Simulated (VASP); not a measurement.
Ge, 2 atoms in the cell. It takes space group Fd-3m (No. 227, cubic). The conventional cell has a = 5.676 Å, b = 5.676 Å, c = 5.676 Å, α = 90.00°, β = 90.00°, γ = 90.00°. Within 3.2 Å of Ge (site symmetry -43m) lie 4 Ge at 2.46 Å. 

| Item | Value |
| --- | --- |
| Program | VASP 6.6.1 |
| Task | single point |
| Functional | PBEsol |
| Potentials or basis | VASP PAW PBE potentials, release 64 (Ge_d) |
| Cutoff | 520 eV |
| k mesh | 12 × 12 × 12 |
| Occupations | gaussian, width 0.01 eV |
| Spin | no spin polarisation |
| Dipole correction | no |
| Further INCAR settings | ALGO = Normal; EDIFF = 1e-06; NBANDS = 21 |

Potentials or basis: VASP PAW PBE potentials, release 64 (Ge_d).

Command:

```bash
$ cat potpaw_PBE.64/Ge_d/POTCAR > POTCAR
$ mpirun -np 1 vasp_std > vasp.out
```

Hardware: 1 thread of Intel Xeon 8259CL, with other jobs on the host.

Question: Estimate the wall time of this run.

Answer: Wall time 88 s on 1 thread of Intel Xeon 8259CL (shared host), peak memory 0.2 GiB. Counts: scf iterations 11, k points 72.
